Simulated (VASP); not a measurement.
# Bi (Pm-3m) in VASP: a series of runs

The runs below take Bi through single point, with revPBE.

All numbers are computed with VASP 6.6.1; they aren't measurements. Logs are shortened: lines on timing, memory, paths and dates and some standing lists are left out, and cuts for length are marked.

### Step 1. The cell of the first run

The structure is cubic, space group Pm-3m (No. 221). The conventional cell has a = 3.163 Å, b = 3.163 Å, c = 3.163 Å, α = 90.00°, β = 90.00°, γ = 90.00°. Bi (site symmetry m-3m) has 6 Bi at 3.16 Å within 4.2 Å.

### Step 2. Single point, revPBE (volume scaled by 0.88)

Contents of INCAR:

```
SYSTEM = Bi
ALGO = Normal
EDIFF = 1E-6
ENCUT = 520
GGA = RE
ISIF = 2
ISMEAR = -1
LASPH = .True.
LCHARG = .False.
LREAL = .False.
LWAVE = .False.
NBANDS = 14
NELM = 80
PREC = Accurate
SIGMA = 0.1
```

Contents of KPOINTS:

```
k-points
0
Gamma
  11 11 11
  0 0 0
```

Contents of POSCAR:

```
Bi
1.0
    3.1629331572      0.0000000000      0.0000000000
    0.0000000000      3.1629331572      0.0000000000
    0.0000000000      0.0000000000      3.1629331572
Bi
1
Direct
    0.0000000000      0.0000000000      0.0000000000
```

Potentials or basis: VASP PAW PBE potentials, release 64 (Bi_d).

On the command line:

```sh
$ cat potpaw_PBE.64/Bi_d/POTCAR > POTCAR
$ mpirun -np 1 vasp_std > vasp.out
```

OUTCAR:

```text
SYSTEM = Bi
   EDIFF = 1E-6
   ENCUT = 520
   GGA = RE
   ISIF = 2
   ISMEAR = -1
   LASPH = .True.
   LREAL = .False.
   NELM = 80
   PREC = Accurate

 ion  position               nearest neighbor table
   1  0.000  0.000  0.000-

  LATTYP: Found a simple cubic cell.
 ALAT       =     3.1629331572

  Lattice vectors:

 A1 = (   3.1629331572,   0.0000000000,   0.0000000000)
 A2 = (   0.0000000000,   3.1629331572,   0.0000000000)
 A3 = (   0.0000000000,   0.0000000000,   3.1629331572)

Analysis of symmetry for initial positions (statically):
=====================================================================
 Subroutine PRICEL returns:
 Original cell was already a primitive cell.

 Routine SETGRP: Setting up the symmetry group for a
 simple cubic supercell.

 Subroutine GETGRP returns: Found 48 space group operations
 (whereof 48 operations were pure point group operations)
 out of a pool of 48 trial point group operations.

The static configuration has the point symmetry O_h .

Analysis of symmetry for dynamics (positions and initial velocities):
=====================================================================
 Subroutine PRICEL returns:
 Original cell was already a primitive cell.

 Routine SETGRP: Setting up the symmetry group for a
 simple cubic supercell.

 Subroutine GETGRP returns: Found 48 space group operations
 (whereof 48 operations were pure point group operations)
 out of a pool of 48 trial point group operations.

The dynamic configuration has the point symmetry O_h .

 Subroutine INISYM returns: Found 48 space group operations
 (whereof 48 operations are pure point group operations),
 and found     1 'primitive' translations

----------------------------------------------------------------------------------------

                                     Primitive cell

  volume of cell :      31.6424

  direct lattice vectors                    reciprocal lattice vectors
     3.162933157  0.000000000  0.000000000     0.316162230  0.000000000  0.000000000
     0.000000000  3.162933157  0.000000000     0.000000000  0.316162230  0.000000000
     0.000000000  0.000000000  3.162933157     0.000000000  0.000000000  0.316162230

  length of vectors
     3.162933157  3.162933157  3.162933157     0.316162230  0.316162230  0.316162230

  position of ions in fractional coordinates (direct lattice)
     0.000000000  0.000000000  0.000000000

[... 76 lines left out ...]
   LREAL  =      F    real-space projection
   EDIFFG = 0.1E-04   stopping-criterion for IOM
   NSW    =      0    number of steps for IOM
   IBRION =     -1    ionic relax: 0-MD 1-quasi-New 2-CG
   NFREE  =      0    steps in history (QN), initial steepest desc. (CG)
   ISIF   =      2    stress and relaxation
   ISYM   =      2    0-nonsym 1-usesym 2-fastsym
   POTIM  = 0.5000    time-step for ionic-motion
   TEBEG  =    0.0;   TEEND  =   0.0 temperature during run
   PSTRESS=    0.0 pullay stress
   NELECT =      15.0000    total number of electrons
   NUPDOWN=      -1.0000    fix difference up-down
   EMIN   =  10.00;   EMAX   =-10.00  energy-range for DOS
   EFERMI =   0.00;   METHOD = LEGACY
   ISMEAR =    -1;   SIGMA  =   0.10  broadening in eV -4-tet -1-fermi 0-gaus
   EFERMI_NEDOS =   21; number of points for ismear=-14 and -15
   IALGO  =     38    algorithm
   IMIX   =      4    mixing-type and parameters
     AMIX     =   0.40;   BMIX     =  1.00
     AMIX_MAG =   1.60;   BMIX_MAG =  1.00
  volume/ion in A,a.u.               =      31.64       213.53
  Fermi-wavevector in a.u.,A,eV,Ry     =   1.276484  2.412204 22.169474  1.629410
  Thomas-Fermi vector in A             =   2.409137
   LORBIT       =      0    0 simple, 1 ext, 2 COOP (PROOUT), +10 PAW based schemes
   GGA     = RE    functional components
   LHFCALC =     F    Hartree Fock is set to
   AEXX    =    0.0000 exact exchange contribution
   IVDW    =     0    specifies the selected vdW correction
   LEPSILON=     F    determine dielectric tensor
   LRPA    =     F    only Hartree local field effects (RPA)
 non-spin polarized calculation
  energy-cutoff  :      520.00
  volume of cell :       31.64
 maximum number of plane-waves:       874
 NGX is ok and might be reduce to    24
   NGX = 11   NGY = 11   NGZ = 11

 number of electron      15.0000005 magnetization

 Free energy of the ion-electron system (eV)
  ---------------------------------------------------
  ext. energy  EPLUGINS =         0.00000000
  ---------------------------------------------------
  free energy    TOTEN  =        -3.43193395 eV

  energy without entropy =       -3.41244321  energy(sigma->0) =       -3.42218858

 E-fermi :   7.6451     XC(G=0): -10.0001

 val. band max:        7.5911867221   @ k =   0.1818   0.0909   0.0909
 cond. band min:       7.7466316162   @ k =   0.1818   0.1818   0.0000
 fundamental gap:      0.1554448941
 Fermi energy:         7.6451372485

 k-point     1 :       0.0000    0.0000    0.0000
  band No.  band energies     occupation
      1     -15.4656      2.00000
      2     -15.4656      2.00000
      3     -15.0480      2.00000
      4     -15.0480      2.00000
      5     -15.0480      2.00000
      6      -6.0037      2.00000
      7      11.0386      0.00000
      8      11.0386      0.00000
      9      11.0386      0.00000
     10      14.4711      0.00000
     11      15.7278      0.00000
     12      15.7278      0.00000
     13      24.8735      0.00000
     14      24.8735      0.00000
[... 377 lines left out ...]
      1     -15.4137      2.00000
      2     -15.2526      2.00000
      3     -15.1206      2.00000
      4     -15.1195      2.00000
      5     -15.0604      2.00000
      6      -4.7986      2.00000
      7       5.4343      2.00000
      8      10.7169      0.00000
      9      10.8748      0.00000
     10      17.2966      0.00000
     11      17.7309      0.00000
     12      19.9437      0.00000
     13      19.9879      0.00000
     14      23.0043      0.00000

 [... further k-points ...]
[... 5 lines left out ...]
  --------------------------------------------------------------------------------------
  -------------------------------------------------------------------------------------
  Total        1.4701717      1.4701717      1.4701717     -0.0000000     -0.0000000      0.0000000
  in kB       74.4403828     74.4403828     74.4403828     -0.0000000     -0.0000000      0.0000000
  external PRESSURE =      74.4403828 kB  Pullay stress =       0.0000000 kB

 VOLUME and BASIS-vectors are now :
 -----------------------------------------------------------------------------
  energy-cutoff  :      520.00
  volume of cell :       31.64
      direct lattice vectors                 reciprocal lattice vectors
     3.162933157  0.000000000  0.000000000     0.316162230  0.000000000  0.000000000
     0.000000000  3.162933157  0.000000000     0.000000000  0.316162230  0.000000000
     0.000000000  0.000000000  3.162933157     0.000000000  0.000000000  0.316162230

 POSITION                                       TOTAL-FORCE (eV/Angst)
 -----------------------------------------------------------------------------------
      0.00000      0.00000      0.00000         0.000000      0.000000      0.000000
 -----------------------------------------------------------------------------------
    total drift:                               -0.000000     -0.000000      0.000000

  FREE ENERGIE OF THE ION-ELECTRON SYSTEM (eV)
  ---------------------------------------------------
  free  energy   TOTEN  =        -3.4319339539 eV

  energy  without entropy=       -3.4124432141  energy(sigma->0) =       -3.42218858
```

OSZICAR:

```text
N       E                     dE             d eps       ncg     rms          rms(c)
DAV:   1     0.113323364445E+03    0.11332E+03   -0.77108E+03  1594   0.122E+03
DAV:   2     0.325001494979E+01   -0.11007E+03   -0.10662E+03  1652   0.334E+02
DAV:   3    -0.326902340339E+01   -0.65190E+01   -0.64902E+01  1964   0.795E+01
DAV:   4    -0.342397632699E+01   -0.15495E+00   -0.15492E+00  2094   0.130E+01
DAV:   5    -0.343006015387E+01   -0.60838E-02   -0.60837E-02  2204   0.231E+00    0.610E-01
DAV:   6    -0.343063420033E+01   -0.57405E-03   -0.46964E-03  2232   0.877E-01    0.369E-01
DAV:   7    -0.343181472033E+01   -0.11805E-02   -0.34522E-03  2078   0.858E-01    0.701E-02
DAV:   8    -0.343193580994E+01   -0.12109E-03   -0.47651E-04  2048   0.304E-01    0.907E-03
DAV:   9    -0.343193441247E+01    0.13975E-05   -0.16811E-05  2066   0.569E-02    0.574E-03
DAV:  10    -0.343193333858E+01    0.10739E-05   -0.38173E-06  1842   0.167E-02    0.108E-03
DAV:  11    -0.343193395389E+01   -0.61531E-06   -0.41257E-07  1456   0.921E-03
   1 F= -.34319340E+01 E0= -.34221886E+01  d E =-.194907E-01
```

stdout:

```text
POSCAR found type information on POSCAR Bi
 POSCAR found :  1 types and       1 ions
 scaLAPACK will be used
 -----------------------------------------------------------------------------
|                                                                             |
|                                                                             |
|     You enforced a specific xc type in the INCAR file but a different       |
|     I HOPE YOU KNOW WHAT YOU ARE DOING!                                     |
|                                                                             |
 -----------------------------------------------------------------------------

 LDA part: xc-table for (Slater+PW92), standard interpolation
 POSCAR, INCAR and KPOINTS ok, starting setup
 FFT: planning ... GRIDC
 FFT: planning ... GRID_SOFT
 FFT: planning ... GRID
 WAVECAR not read
 entering main loop
```

Wall time 22 s (1 thread of AMD EPYC 7R13, shared host); peak memory 0.12 GiB.

Results:

| Item | Value |
| --- | --- |
| Free energy | -3.4319 eV |
| Pressure | 7.4 GPa |

Levels at points of the mesh, in eV from the Fermi level:
```
           k point  band 3  band 4  band 5  band 6  band 7  band 8  band 9  band 10  band 11  band 12
(0.00, 0.00, 0.00)  -22.69  -22.69  -22.69  -13.65    3.39    3.39    3.39     6.83     8.08     8.08
```

Caveat: the PAW data sets were made with another functional, which shifts forces and pressure a little; spin-orbit coupling is left out, which moves the levels of the heavy elements.

### Step 3. Single point, revPBE (volume scaled by 0.92)

Contents of INCAR:

```
  ALGO = Normal
  EDIFF = 1E-6
  ENCUT = 520
  GGA = RE
  ISIF = 2
  ISMEAR = -1
  LASPH = T
  LCHARG = T
  LELF = T
  LREAL = F
  LVHAR = T
  LWAVE = F
  NBANDS = 14
  NELM = 80
  PREC = Accurate
  SIGMA = 0.1
```

Contents of KPOINTS:

```
k-points
0
Gamma
  11 11 11
```

Contents of POSCAR:

```
Bi
1.0
    3.2101480756      0.0000000000      0.0000000000
    0.0000000000      3.2101480756      0.0000000000
    0.0000000000      0.0000000000      3.2101480756
Bi
1
Direct
    0.0000000000      0.0000000000      0.0000000000
```

Potentials or basis: VASP PAW PBE potentials, release 64 (Bi_d).

On the command line:

```sh
$ cat potpaw_PBE.64/Bi_d/POTCAR > POTCAR
$ mpirun -np 1 vasp_std > vasp.out
```

Wall time 27 s (1 thread of AMD EPYC 7R13, shared host); peak memory 0.12 GiB.

The run converged. Its results:

- Free energy: -3.4851 eV
- Pressure: 4.5 GPa

Levels at points of the mesh, in eV from the Fermi level:
```tsv
k point	band 3	band 4	band 5	band 6	band 7	band 8	band 9	band 10	band 11	band 12
(0.00, 0.00, 0.00)	-22.66	-22.66	-22.66	-13.32	3.29	3.29	3.29	6.59	7.95	7.95
```

Caveat: the PAW data sets were made with another functional, which shifts forces and pressure a little; spin-orbit coupling is left out, which moves the levels of the heavy elements.

### Step 4. Single point, revPBE (volume scaled by 0.96)

Contents of INCAR:

```
PREC = Accurate
ENCUT = 520
EDIFF = 1E-7
ISMEAR = -1
SIGMA = 0.1
LREAL = False
LASPH = True
NELM = 60
ALGO = Normal
ISIF = 2
LWAVE = False
LCHARG = True
GGA = RE
LELF = True
LVHAR = True
NBANDS = 14
```

Contents of KPOINTS:

```
Automatic mesh
0
Gamma
  11 11 11
```

Contents of POSCAR:

```
Bi
1.0
    3.2560135305      0.0000000000      0.0000000000
    0.0000000000      3.2560135305      0.0000000000
    0.0000000000      0.0000000000      3.2560135305
Bi
1
Direct
    0.0000000000      0.0000000000      0.0000000000
```

On the command line:

```sh
$ cat potpaw_PBE.64/Bi_d/POTCAR > POTCAR
$ mpirun -np 1 vasp_std > vasp.out
```

Run time: 27 s. Hardware: 1 thread of AMD EPYC 7R13, shared host; peak memory 0.12 GiB.

Results (log left out):

```yaml
Free_energy: -3.5135 eV
Pressure: 1.9 GPa
```

Levels at points of the mesh, in eV from the Fermi level:
| k point | band 4 | band 5 | band 6 | band 7 | band 8 | band 9 | band 10 | band 11 |
| --- | --- | --- | --- | --- | --- | --- | --- | --- |
| (0.00, 0.00, 0.00) | -22.63 | -22.63 | -13.03 | 3.19 | 3.19 | 3.19 | 6.37 | 7.83 |

Caveat: the PAW data sets were made with another functional, which shifts forces and pressure a little; spin-orbit coupling is left out, which moves the levels of the heavy elements.

[end of part 1 of 2]
